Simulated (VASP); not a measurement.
# GdIrF (P4/mmm) in VASP: notebook, part 3 of 3

VASP 6.6.1. The steps go on from the part before.

### Step 6. Relaxation of cell and atoms, PBE, collinear spin, ferromagnetic start

Input file INCAR:

```
ALGO     = Normal         # electronic algorithm
EDIFF    = 1E-7           # SCF threshold, eV
EDIFFG   = -0.04          # ionic threshold
ENCUT    = 600            # plane-wave cutoff, eV
GGA      = PE             # functional
IBRION   = 2              # ionic algorithm
ISIF     = 3              # what is computed and relaxed
ISMEAR   = 0              # smearing method
ISPIN    = 2              # spin polarisation
LASPH    = True           # aspherical terms in the spheres
LCHARG   = False          # write CHGCAR
LMAXMIX  = 6              # l up to which the mixer works
LORBIT   = 11             # projections on sites
LREAL    = False          # projectors in reciprocal space
LWAVE    = False          # write WAVECAR
MAGMOM   = 7.37 0.18 0    # initial moments
NELM     = 150            # most SCF steps
NSW      = 90             # ionic steps
PREC     = Accurate       # precision mode
SIGMA    = 0.1            # smearing width, eV
```

Input file KPOINTS:

```
k-points
0
Gamma
  6 6 4
```

Input file POSCAR:

```
GdIrF
1.0
    3.6825633875      0.0000000000      0.0000000000
    0.0000000000      3.6825633875      0.0000000000
    0.0000000000      0.0000000000      4.3121282255
Gd Ir F
1 1 1
Direct
    0.5000000000      0.5000000000      0.5000000000
    0.0000000000      0.0000000000      0.0000000000
    0.5000000000      0.5000000000      0.0000000000
```

Potentials or basis: VASP PAW PBE potentials, release 64 (Gd, Ir, F).

Started as:

```sh
cat potpaw_PBE.64/Gd/POTCAR potpaw_PBE.64/Ir/POTCAR potpaw_PBE.64/F/POTCAR > POTCAR
mpirun -np 1 vasp_std > vasp.out
```

OUTCAR:

```text
EDIFF = 1E-7
   EDIFFG = -0.04
   ENCUT = 600
   GGA = PE
   IBRION = 2
   ISIF = 3
   ISMEAR = 0
   ISPIN = 2
   LASPH = True
   LORBIT = 11
   LREAL = False
   NELM = 150
   NSW = 90
   PREC = Accurate

 ion  position               nearest neighbor table
   1  0.500  0.500  0.500-   3 2.16   3 2.16   2 3.38   2 3.38   2 3.38   2 3.38   2 3.38   2 3.38
                             2 3.38   2 3.38
   2  0.000  0.000  0.000-   3 2.60   3 2.60   3 2.60   3 2.60   1 3.38   1 3.38   1 3.38   1 3.38
                             1 3.38   1 3.38   1 3.38   1 3.38
   3  0.500  0.500  0.000-   1 2.16   1 2.16   2 2.60   2 2.60   2 2.60   2 2.60

  LATTYP: Found a simple tetragonal cell.
 ALAT       =     3.6825633875
 C/A-ratio  =     1.1709583167

  Lattice vectors:

 A1 = (   3.6825633875,   0.0000000000,   0.0000000000)
 A2 = (   0.0000000000,   3.6825633875,   0.0000000000)
 A3 = (   0.0000000000,   0.0000000000,   4.3121282255)

Analysis of symmetry for initial positions (statically):
=====================================================================
 Subroutine PRICEL returns:
 Original cell was already a primitive cell.

 Routine SETGRP: Setting up the symmetry group for a
 simple tetragonal supercell.

 Subroutine GETGRP returns: Found 16 space group operations
 (whereof 16 operations were pure point group operations)
 out of a pool of 16 trial point group operations.

The static configuration has the point symmetry D_4h.

Analysis of symmetry for dynamics (positions and initial velocities):
=====================================================================
 Subroutine PRICEL returns:
 Original cell was already a primitive cell.

 Routine SETGRP: Setting up the symmetry group for a
 simple tetragonal supercell.

 Subroutine GETGRP returns: Found 16 space group operations
 (whereof 16 operations were pure point group operations)
 out of a pool of 16 trial point group operations.

The dynamic configuration has the point symmetry D_4h.

Analysis of structural, dynamic, and magnetic symmetry:
=====================================================================
 Subroutine PRICEL returns:
 Original cell was already a primitive cell.

 Routine SETGRP: Setting up the symmetry group for a
 simple tetragonal supercell.

 Subroutine GETGRP returns: Found 16 space group operations
 (whereof 16 operations were pure point group operations)
 out of a pool of 16 trial point group operations.

The overall configuration has the point symmetry D_4h.

 Subroutine INISYM returns: Found 16 space group operations
 (whereof 16 operations are pure point group operations),
 and found     1 'primitive' translations

[... 153 lines left out ...]
  -------------------------------------------------------------------------------------
  Total       -0.1662195     -0.1662195     -0.0204326      0.0000000      0.0000000     -0.0000000
  in kB       -4.5540781     -4.5540781     -0.5598122      0.0000000      0.0000000     -0.0000000
  external PRESSURE =      -3.2226561 kB  Pullay stress =       0.0000000 kB

 VOLUME and BASIS-vectors are now :
 -----------------------------------------------------------------------------
  energy-cutoff  :      600.00
  volume of cell :       58.48
      direct lattice vectors                 reciprocal lattice vectors
     3.682563388  0.000000000  0.000000000     0.271549976  0.000000000  0.000000000
     0.000000000  3.682563388  0.000000000     0.000000000  0.271549976  0.000000000
     0.000000000  0.000000000  4.312128226     0.000000000  0.000000000  0.231904050

 POSITION                                       TOTAL-FORCE (eV/Angst)
 -----------------------------------------------------------------------------------
      1.84128      1.84128      2.15606         0.000000      0.000000      0.000000
      0.00000      0.00000      0.00000         0.000000      0.000000      0.000000
      1.84128      1.84128      0.00000         0.000000      0.000000      0.000000
 -----------------------------------------------------------------------------------
    total drift:                                0.000000      0.000000      0.000000

  FREE ENERGIE OF THE ION-ELECTRON SYSTEM (eV)
  ---------------------------------------------------
  free  energy   TOTEN  =       -24.1261743904 eV

  energy  without entropy=      -24.1187716379  energy(sigma->0) =      -24.12247301

--------------------------------------- Ionic step        2  -------------------------------------------

 number of electron      33.9999993 magnetization       7.0678192

 Free energy of the ion-electron system (eV)
  ---------------------------------------------------
  ext. energy  EPLUGINS =         0.00000000
  ---------------------------------------------------
  free energy    TOTEN  =       -24.12668729 eV

  energy without entropy =      -24.11955630  energy(sigma->0) =      -24.12312179

 E-fermi :   4.1668     XC(G=0): -10.9492

 val. band max:        4.1230419540   @ k =   0.5000   0.5000   0.5000
 cond. band min:       4.1669513542   @ k =   0.3333   0.1667   0.5000
 fundamental gap:      0.0439094003
 Fermi energy:         4.1667623092

 spin component 1

 k-point     1 :       0.0000    0.0000    0.0000
  band No.  band energies     occupation
      1     -41.1038      1.00000
      2     -21.5614      1.00000
      3     -18.7988      1.00000
      4     -18.3300      1.00000
      5     -18.3300      1.00000
      6      -2.7893      1.00000
[... 661 lines left out ...]
     24       7.1515      0.00000
     25       7.9274      0.00000

 [... further k-points ...]

 spin component 2

 k-point     1 :       0.0000    0.0000    0.0000
  band No.  band energies     occupation
      1     -38.0010      1.00000
      2     -21.5104      1.00000
      3     -16.7577      1.00000
      4     -16.1304      1.00000
      5     -16.1304      1.00000
      6      -2.6480      1.00000
[... 661 lines left out ...]
     24       7.5055      0.00000
     25       8.7468      0.00000

 [... further k-points ...]

------------------------ aborting loop because EDIFF is reached ----------------------------------------

  FORCE on cell =-STRESS in cart. coord.  units (eV):
  Direction    XX          YY          ZZ          XY          YZ          ZX
  --------------------------------------------------------------------------------------
  -------------------------------------------------------------------------------------
  Total       -0.0229327     -0.0229327      0.0968135      0.0000000      0.0000000      0.0000000
  in kB       -0.6318897     -0.6318897      2.6676069      0.0000000      0.0000000      0.0000000
  external PRESSURE =       0.4679425 kB  Pullay stress =       0.0000000 kB

 VOLUME and BASIS-vectors are now :
 -----------------------------------------------------------------------------
  energy-cutoff  :      600.00
  volume of cell :       58.15
      direct lattice vectors                 reciprocal lattice vectors
     3.672720054  0.000000000 -0.000000000     0.272277763  0.000000000  0.000000000
     0.000000000  3.672720054  0.000000000     0.000000000  0.272277763  0.000000000
    -0.000000000  0.000000000  4.310711370     0.000000000  0.000000000  0.231980273

 POSITION                                       TOTAL-FORCE (eV/Angst)
 -----------------------------------------------------------------------------------
      1.83636      1.83636      2.15536        -0.000000      0.000000      0.000000
      0.00000      0.00000      0.00000         0.000000      0.000000      0.000000
      1.83636      1.83636     -0.00000         0.000000      0.000000      0.000000
 -----------------------------------------------------------------------------------
    total drift:                                0.000000      0.000000      0.000000

  FREE ENERGIE OF THE ION-ELECTRON SYSTEM (eV)
  ---------------------------------------------------
  free  energy   TOTEN  =       -24.1266872861 eV

  energy  without entropy=      -24.1195562999  energy(sigma->0) =      -24.12312179

 reached required accuracy - stopping structural energy minimisation

 total charge

# of ion       s       p       d       f       tot
--------------------------------------------------
    1        2.040   5.630   0.436   7.059  15.165
    2        0.542   0.159   7.124   0.000   7.825
    3        1.764   4.325   0.000   0.000   6.089
--------------------------------------------------
tot          4.346  10.115   7.559   7.059  29.079

 magnetization (x)

# of ion       s       p       d       f       tot
--------------------------------------------------
    1       -0.001  -0.078   0.060   6.785   6.767
    2       -0.007   0.008  -0.001   0.000   0.000
    3        0.001   0.011   0.000   0.000   0.012
--------------------------------------------------
tot         -0.007  -0.058   0.059   6.785   6.779
```

Run time: 3.2 min. Hardware: 1 thread of Intel Xeon 6975P-C (Granite Rapids), shared host; peak memory 0.29 GiB.

Results:

- Free energy: -24.1267 eV
- Relaxed volume: 19.38 Å³/atom
- Relaxed cell: a = 3.673 Å, b = 3.673 Å, c = 4.311 Å, α = 90.00°, β = 90.00°, γ = 90.00°
- Space group after relaxing (to 0.1 Å): P4/mmm (No. 123)
- Energy gained by relaxing: 0.2 meV/atom
- Ionic steps: 2
- Pressure after relaxing: 0.0 GPa
- Net moment: 7.07 μB per cell
- Site moments: Gd +6.77; Ir +0.00; F +0.01 μB
- Valence electrons inside the program's atomic spheres: Gd 15.16; Ir 7.83; F 6.09

Step by step:
```tsv
step	energy change (eV)	largest force (eV/Å)	pressure (GPa)	volume (Å³)
1	0.0000	0.0000	-0.32	58.48
2	-0.0005	0.0000	0.05	58.15
```

Final structure:
```xyz
3
Lattice="3.6727 0.0000 0.0000 0.0000 3.6727 0.0000 0.0000 0.0000 4.3107" Properties=species:S:1:pos:R:3 pbc="T T T"
Gd    1.8364    1.8364    2.1554
Ir    0.0000    0.0000    0.0000
F     1.8364    1.8364    0.0000
```

Levels at points of the mesh, in eV from the Fermi level:
Spin up:
```tsv
k point	band 19	band 20	band 21	band 22	band 23	band 24
(0.00, 0.00, 0.00)	-1.22	-1.22	-0.88	1.10	3.61	4.17
(0.50, 0.00, 0.00)	-0.97	-0.78	0.11	0.50	0.97	2.10
(0.50, 0.50, 0.00)	-1.15	-0.05	0.20	3.14	3.14	3.70
(0.00, 0.00, 0.50)	-1.00	-1.00	-0.74	-0.73	0.08	4.11
(0.50, 0.00, 0.50)	-0.78	0.07	0.86	0.87	1.83	2.98
(0.50, 0.50, 0.50)	-1.01	-0.59	-0.04	1.24	1.87	1.87
```
Spin down:
| k point | band 10 | band 11 | band 12 | band 13 | band 14 | band 15 | band 16 | band 17 |
| --- | --- | --- | --- | --- | --- | --- | --- | --- |
| (0.00, 0.00, 0.00) | -2.57 | -1.58 | -1.17 | -1.17 | -0.82 | 0.57 | 0.59 | 0.59 |
| (0.50, 0.00, 0.00) | -1.48 | -1.02 | -0.97 | -0.74 | 0.14 | 0.56 | 0.70 | 0.72 |
| (0.50, 0.50, 0.00) | -2.19 | -2.19 | -1.10 | -0.06 | 0.26 | 0.56 | 0.58 | 0.58 |
| (0.00, 0.00, 0.50) | -2.33 | -2.20 | -1.09 | -1.09 | -0.81 | -0.81 | 0.66 | 0.66 |
| (0.50, 0.00, 0.50) | -1.38 | -1.27 | -0.78 | 0.12 | 0.43 | 0.47 | 0.62 | 0.63 |
| (0.50, 0.50, 0.50) | -1.71 | -1.01 | -0.75 | -0.62 | -0.05 | 0.22 | 0.58 | 0.58 |

Caveat: the k points lie up to 0.36 Å⁻¹ apart in the final cell; spin-orbit coupling is left out, which moves the levels of the heavy elements; a cell with one magnetic atom can't hold antiferromagnetic order, which such compounds often take; semilocal functionals describe open f shells poorly, which spoils levels, moments and volumes. With open d or f shells a metallic result of PBE can be an artefact of self-interaction; +U or a hybrid may open a gap.

### Step 7. The runs side by side

```tsv
task	cell	k mesh	cutoff (eV)	gap on the mesh (eV)	pressure (GPa)	moment (μB)	relaxed volume (Å³/atom)
single point	a = 3.683, b = 3.683, c = 4.312 Å, 3 atoms	4 × 4 × 4	520	none	-0.2	7.25	-
single point	a = 3.804, b = 3.804, c = 4.392 Å, 3 atoms	4 × 4 × 4	520	none	-4.9	7.41	-
single point	a = 3.683, b = 3.683, c = 4.312 Å, 3 atoms	6 × 6 × 4	520	none	-0.3	7.07	-
relaxation of cell and atoms	relaxed from a = 3.804, b = 3.804, c = 4.392 Å, 3 atoms	4 × 4 × 4	600	none	0.0	6.90	19.34
relaxation of cell and atoms	relaxed from a = 3.683, b = 3.683, c = 4.312 Å, 3 atoms	6 × 6 × 4	600	none	0.0	7.07	19.38
```

Alike in all rows: level PBE; potentials or basis VASP PAW PBE potentials, release 64 (Gd, Ir, F); spin collinear, ferromagnetic start; smearing gaussian 0.1 eV.

Caveats: all runs use coarse meshes; spin-orbit coupling is left out, which moves the levels of the heavy elements; a cell with one magnetic atom can't hold antiferromagnetic order, which such compounds often take; semilocal functionals describe open f shells poorly, which spoils levels, moments and volumes.

Total energies depend on the potentials used, so only differences within one code and one set of settings carry meaning.

The gap in the log of VASP goes by the Fermi energy; the results here count the filled bands.